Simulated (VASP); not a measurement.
# Ni (Fd-3m) in VASP: single point with PBEsol

Aim: the single point of Ni with PBEsol.

All numbers are computed with VASP 6.6.1; they aren't measurements. Logs are shortened: lines on timing, memory, paths and dates and some standing lists are left out, and cuts for length are marked.

## 1. The cell of the first run

The structure is cubic, space group Fd-3m (No. 227). The conventional cell has a = 5.007 Å, b = 5.007 Å, c = 5.007 Å, α = 90.00°, β = 90.00°, γ = 90.00°. Within 2.9 Å of Ni (site symmetry -43m) lie 4 Ni at 2.17 Å.

This isn't the form of Ni at room conditions, which is fcc.

## 2. Single point, PBEsol

Input file INCAR:

```
SYSTEM = Ni
PREC = Accurate ; ENCUT = 520
EDIFF = 1E-6 ; ISMEAR = -1
SIGMA = 0.13605693000000002 ; LREAL = .False.
LASPH = .True. ; NELM = 80
ALGO = Normal ; ISIF = 2
LWAVE = .False. ; LCHARG = .False.
GGA = PS ; NBANDS = 17
```

Input file KPOINTS:

```
regular mesh
0
Gamma
  9 9 9
  0 0 0
```

Input file POSCAR:

```
Ni
1.0
    0.0000000000      2.5035682380      2.5035682380
    2.5035682380      0.0000000000      2.5035682380
    2.5035682380      2.5035682380      0.0000000000
Ni
2
Direct
    0.0000000000      0.0000000000      0.0000000000
    0.2500000000      0.2500000000      0.2500000000
```

Potentials or basis: VASP PAW PBE potentials, release 64 (Ni).

Started as:

```bash
cat potpaw_PBE.64/Ni/POTCAR > POTCAR
mpirun -np 1 vasp_std > vasp.out
```

OUTCAR:

```text
SYSTEM = Ni
   PREC = Accurate
   ENCUT = 520
   EDIFF = 1E-6
   ISMEAR = -1
   LREAL = .False.
   LASPH = .True.
   NELM = 80
   ISIF = 2
   GGA = PS

 ion  position               nearest neighbor table
   1  0.000  0.000  0.000-   2 2.17   2 2.17   2 2.17   2 2.17
   2  0.250  0.250  0.250-   1 2.17   1 2.17   1 2.17   1 2.17

  LATTYP: Found a face centered cubic cell.
 ALAT       =     5.0071364760

  Lattice vectors:

 A1 = (   0.0000000000,   2.5035682380,   2.5035682380)
 A2 = (   2.5035682380,   0.0000000000,   2.5035682380)
 A3 = (   2.5035682380,   2.5035682380,   0.0000000000)

Analysis of symmetry for initial positions (statically):
=====================================================================
 Subroutine PRICEL returns:
 Original cell was already a primitive cell.

 Routine SETGRP: Setting up the symmetry group for a
 face centered cubic supercell.

 Subroutine GETGRP returns: Found 48 space group operations
 (whereof 24 operations were pure point group operations)
 out of a pool of 48 trial point group operations.

The static configuration has the point symmetry T_d .
 The point group associated with its full space group is O_h .

Analysis of symmetry for dynamics (positions and initial velocities):
=====================================================================
 Subroutine PRICEL returns:
 Original cell was already a primitive cell.

 Routine SETGRP: Setting up the symmetry group for a
 face centered cubic supercell.

 Subroutine GETGRP returns: Found 48 space group operations
 (whereof 24 operations were pure point group operations)
 out of a pool of 48 trial point group operations.

The dynamic configuration has the point symmetry T_d .
 The point group associated with its full space group is O_h .

 Subroutine INISYM returns: Found 48 space group operations
 (whereof 24 operations are pure point group operations),
 and found     1 'primitive' translations

----------------------------------------------------------------------------------------

                                     Primitive cell

  volume of cell :      31.3840

  direct lattice vectors                    reciprocal lattice vectors
     0.000000000  2.503568238  2.503568238    -0.199714948  0.199714948  0.199714948
     2.503568238  0.000000000  2.503568238     0.199714948 -0.199714948  0.199714948
     2.503568238  2.503568238  0.000000000     0.199714948  0.199714948 -0.199714948

  length of vectors
     3.540580157  3.540580157  3.540580157     0.345916437  0.345916437  0.345916437
[... 80 lines left out ...]
   NELM   =     80;   NELMIN=  2; NELMDL= -5     # of ELM steps
   EDIFF  = 0.1E-05   stopping-criterion for ELM
   LREAL  =      F    real-space projection
   EDIFFG = 0.1E-04   stopping-criterion for IOM
   NSW    =      0    number of steps for IOM
   IBRION =     -1    ionic relax: 0-MD 1-quasi-New 2-CG
   NFREE  =      0    steps in history (QN), initial steepest desc. (CG)
   ISIF   =      2    stress and relaxation
   ISYM   =      2    0-nonsym 1-usesym 2-fastsym
   POTIM  = 0.5000    time-step for ionic-motion
   TEBEG  =    0.0;   TEEND  =   0.0 temperature during run
   PSTRESS=    0.0 pullay stress
   NELECT =      20.0000    total number of electrons
   NUPDOWN=      -1.0000    fix difference up-down
   EMIN   =  10.00;   EMAX   =-10.00  energy-range for DOS
   EFERMI =   0.00;   METHOD = LEGACY
   ISMEAR =    -1;   SIGMA  =   0.14  broadening in eV -4-tet -1-fermi 0-gaus
   EFERMI_NEDOS =   21; number of points for ismear=-14 and -15
   IALGO  =     38    algorithm
   IMIX   =      4    mixing-type and parameters
     AMIX     =   0.40;   BMIX     =  1.00
     AMIX_MAG =   1.60;   BMIX_MAG =  1.00
  volume/ion in A,a.u.               =      15.69       105.89
  Fermi-wavevector in a.u.,A,eV,Ry     =   1.408798  2.662242 27.003644  1.984712
  Thomas-Fermi vector in A             =   2.530919
   LORBIT       =      0    0 simple, 1 ext, 2 COOP (PROOUT), +10 PAW based schemes
   GGA     = PS    functional components
   LHFCALC =     F    Hartree Fock is set to
   AEXX    =    0.0000 exact exchange contribution
   IVDW    =     0    specifies the selected vdW correction
   LEPSILON=     F    determine dielectric tensor
   LRPA    =     F    only Hartree local field effects (RPA)
 non-spin polarized calculation
  energy-cutoff  :      520.00
  volume of cell :       31.38
 maximum number of plane-waves:       869
   NGX = 13   NGY = 13   NGZ = 13

 number of electron      19.9999993 magnetization

 Free energy of the ion-electron system (eV)
  ---------------------------------------------------
  ext. energy  EPLUGINS =         0.00000000
  ---------------------------------------------------
  free energy    TOTEN  =        -9.60882899 eV

  energy without entropy =       -9.28784028  energy(sigma->0) =       -9.44833464

 E-fermi :   4.8926     XC(G=0): -11.1221

 val. band max:        4.8903406552   @ k =  -0.4444   0.3333   0.0000
 cond. band min:       4.8931806129   @ k =  -0.3333   0.3333   0.0000
 fundamental gap:      0.0028399577
 Fermi energy:         4.8926216013

 k-point     1 :       0.0000    0.0000    0.0000
  band No.  band energies     occupation
      1      -1.8152      2.00000
      2       2.1072      2.00000
      3       2.1072      2.00000
      4       2.1645      2.00000
      5       2.1645      2.00000
      6       2.1645      2.00000
[... 457 lines left out ...]
      4       2.2346      2.00000
      5       2.3533      2.00000
      6       2.9697      2.00000
[... 9 lines left out ...]
     16      14.7054      0.00000
     17      28.0246      0.00000

 [... further k-points ...]

------------------------ aborting loop because EDIFF is reached ----------------------------------------

  FORCE on cell =-STRESS in cart. coord.  units (eV):
  Direction    XX          YY          ZZ          XY          YZ          ZX
  --------------------------------------------------------------------------------------
  -------------------------------------------------------------------------------------
  Total        0.0103268      0.0103268      0.0103268      0.0000000     -0.0000000      0.0000000
  in kB        0.5271924      0.5271924      0.5271924      0.0000000     -0.0000000      0.0000000
  external PRESSURE =       0.5271924 kB  Pullay stress =       0.0000000 kB

 VOLUME and BASIS-vectors are now :
 -----------------------------------------------------------------------------
  energy-cutoff  :      520.00
  volume of cell :       31.38
      direct lattice vectors                 reciprocal lattice vectors
     0.000000000  2.503568238  2.503568238    -0.199714948  0.199714948  0.199714948
     2.503568238  0.000000000  2.503568238     0.199714948 -0.199714948  0.199714948
     2.503568238  2.503568238  0.000000000     0.199714948  0.199714948 -0.199714948

 POSITION                                       TOTAL-FORCE (eV/Angst)
 -----------------------------------------------------------------------------------
      0.00000      0.00000      0.00000         0.000000      0.000000      0.000000
      1.25178      1.25178      1.25178        -0.000000     -0.000000     -0.000000
 -----------------------------------------------------------------------------------
    total drift:                                0.000000      0.000000      0.000000

  FREE ENERGIE OF THE ION-ELECTRON SYSTEM (eV)
  ---------------------------------------------------
  free  energy   TOTEN  =        -9.6088289944 eV

  energy  without entropy=       -9.2878402827  energy(sigma->0) =       -9.44833464
```

It took 26 s on 1 thread of Intel Xeon Platinum 8259CL at 2.50GHz (Skylake/Cascade Lake), shared host; peak memory 0.16 GiB.

What came out:

```
Free energy            : -9.6088 eV
Pressure               : 0.1 GPa
Band gap on the k mesh : zero (bands 10 and 11 overlap by 0.30 eV)
```

Caveat: the PAW data sets were made with another functional, which shifts forces and pressure a little; the run has no spin polarisation, though such a crystal can be magnetic. Spin polarisation is off, so any magnetic state and its effect on volume and gap are missing.
